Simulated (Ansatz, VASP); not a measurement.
# Ag2As3 in VASP and in Ansatz

INCAR

```
PREC = Accurate
ENCUT = 600
EDIFF = 1E-6
ISMEAR = 0
SIGMA = 0.1
LREAL = False
LASPH = True
NELM = 60
ALGO = Normal
ISIF = 3
LWAVE = False
LCHARG = False
GGA = PE
IBRION = 2
NSW = 100
EDIFFG = -0.01
```

File KPOINTS:

```
Automatic mesh
0
Gamma
  12 12 6
```

Contents of POSCAR:

```
Ag2As3
1.0
    4.3176965633      0.0000000000      0.0000000000
   -2.1588482816      3.7392349096      0.0000000000
    0.0000000000      0.0000000000      6.4283600807
Ag As
2 3
Direct
    0.3333333333      0.6666666667      0.1887272694
    0.6666666667      0.3333333333      0.8112727306
    0.0000000000      0.0000000000      0.0000000000
    0.3333333333      0.6666666667      0.6215115147
    0.6666666667      0.3333333333      0.3784884853
```

Input for Ansatz:

```yaml
crystal:
  lattice:
    - [4.3176965633, 0.0, 0.0]
    - [-2.1588482816, 3.7392349096, 0.0]
    - [0.0, 0.0, 6.4283600807]
  atoms:
    - { symbol: Ag, position: [0.3333333333, 0.6666666667, 0.1887272694] }
    - { symbol: Ag, position: [0.6666666667, 0.3333333333, 0.8112727306] }
    - { symbol: As, position: [0.0, 0.0, 0.0] }
    - { symbol: As, position: [0.3333333333, 0.6666666667, 0.6215115147] }
    - { symbol: As, position: [0.6666666667, 0.3333333333, 0.3784884853] }
basis:
  ecutwfc: 420
kpoints:
  mp_grid: { grid: [12, 12, 6] }
hamiltonian:
  xc: pbe
scf:
  occupations: { method: gaussian, width: 0.1 }
output:
  forces: true
  stress: true
  eigenvalues: true
  write_density: true
  write_potential: true
  elf: true
  volumetric_format: npy
relax:
  adjacent_minimum: "off"
  f_tol: 0.01
  max_steps: 80
  cell: { stress_tol: 0.05 }
```

Alike in both runs: task relaxation of cell and atoms; functional PBE; k mesh 12 × 12 × 6; occupations gaussian, width 0.1 eV; no spin polarisation.

|  | VASP | Ansatz |
| --- | --- | --- |
| version | VASP 6.6.1 | Ansatz 0.2.0 |
| potentials or method | VASP PAW PBE potentials, release 64 (Ag, As), cutoff 600 eV | scalar-relativistic, plane waves, PAW |
| valence electrons in the cell | 37 | 83 |

Ansatz gave:

| Quantity | Value |
| --- | --- |
| gap on the k mesh at the Fermi level, each at its own relaxed structure (eV) | none |
| relaxed volume (Å³/atom) | 21.19 |
| relaxed length of the cell vector where the two differ most in proportion (Å) | 7.405 |

Question: What did VASP give for the same quantities?

Answer: gap on the k mesh at the Fermi level, each at its own relaxed structure (eV): none; relaxed volume (Å³/atom): 21.13; relaxed length of the cell vector where the two differ most in proportion (Å): 7.249.

A gap of «none» marks a metal or a gap that the smearing closes. VASP's potentials hold 37 valence electrons a cell and Ansatz's 83, so a difference there can come from the potentials and not from the codes.
